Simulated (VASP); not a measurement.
# Rb: single point with LDA

Crystal: Rb.

```
CELL_PARAMETERS angstrom
-2.80600 2.70078 2.70078
2.80600 -2.91122 2.91122
2.80600 2.91122 -2.91122
ATOMIC_POSITIONS crystal
Rb 0.00000 0.00000 0.00000
```

This cell differs from its parent crystal: strain -0.0750 x Voigt [0, 0, 0, 1, 0, 0].

```yaml
Program: VASP 6.6.1
Task: single point
Functional: LDA
Potentials_or_basis: VASP PAW LDA potentials, release 64 (Rb_sv)
Cutoff: 520 eV
k_mesh: 12 × 12 × 12
Occupations: gaussian, width 0.15 eV
Spin: no spin polarisation
Dipole_correction: no
Further_INCAR_settings: ALGO = Normal; EDIFF = 1e-06; NBANDS = 10
```

* Pressure: -0.4 GPa

Stress tensor (GPa, compression positive):
```
-0.35  0.00  0.00
 0.00 -0.36  0.12
 0.00  0.12 -0.36
```

Levels at points of the mesh, in eV from the Fermi level:
```
           k point  band 2  band 3  band 4  band 5  band 6  band 7  band 8  band 9
(0.00, 0.00, 0.00)  -12.88  -12.88  -12.87   -2.02    3.43    3.51    3.79    4.61
(0.50, 0.00, 0.00)  -13.00  -12.93  -12.88    0.35    1.05    2.53    4.01    4.94
(0.00, 0.50, 0.00)  -12.99  -12.91  -12.88    0.21    0.87    2.52    4.23    5.19
(0.00, 0.50, 0.50)  -12.98  -12.90  -12.87    0.05    0.70    2.54    4.43    5.43
(0.50, 0.50, 0.50)  -12.98  -12.96  -12.94    1.25    1.28    3.33    3.33    3.36
```

Wall time 2.1 min on 1 thread of Intel(R) Xeon(R) Platinum 8488C (Sapphire Rapids) (shared host), peak memory 0.36 GiB.

Caveat: the cell differs from its parent crystal (strain -0.0750 x Voigt [0, 0, 0, 1, 0, 0]).
